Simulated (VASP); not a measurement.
A run of VASP 6.6.1 is set up as follows.

The input INCAR:

```
SYSTEM = Ru
PREC     = Accurate       ! precision mode
ENCUT    = 520            ! plane-wave cutoff, eV
EDIFF    = 1E-6           ! SCF threshold, eV
ISMEAR   = -1             ! smearing method
SIGMA    = 0.1            ! smearing width, eV
LREAL    = .FALSE.        ! projectors in reciprocal space
LASPH    = .TRUE.         ! aspherical terms in the spheres
NELM     = 100            ! most SCF steps
ALGO     = Normal         ! electronic algorithm
ISIF     = 2              ! what is computed and relaxed
LWAVE    = .FALSE.        ! write WAVECAR
LCHARG   = .FALSE.        ! write CHGCAR
GGA      = PS             ! functional
NBANDS   = 13             ! bands
```

KPOINTS

```
regular mesh
0
G
  16 16 16
  0 0 0
```

The input POSCAR:

```
Ru
1.0
   -1.5678776740      1.5678776740      1.5678776740
    1.5678776740     -1.5678776740      1.5678776740
    1.5678776740      1.5678776740     -1.5678776740
Ru
1
Direct
    0.0000000000      0.0000000000      0.0000000000
```

Potentials or basis: VASP PAW PBE potentials, release 64 (Ru_pv).

Command:

```console
$ cat potpaw_PBE.64/Ru_pv/POTCAR > POTCAR
$ mpirun -np 1 vasp_std > vasp.out
```

(1) Predict the pressure.

(2) Estimate the band gap on the k mesh.

Answers

(1) -26.7 GPa.

(2) zero (band 7 reaches 12.21 eV, above the bottom of band 8 at 9.24 eV).

Caveat: the PAW data sets were made with another functional, which shifts forces and pressure a little.
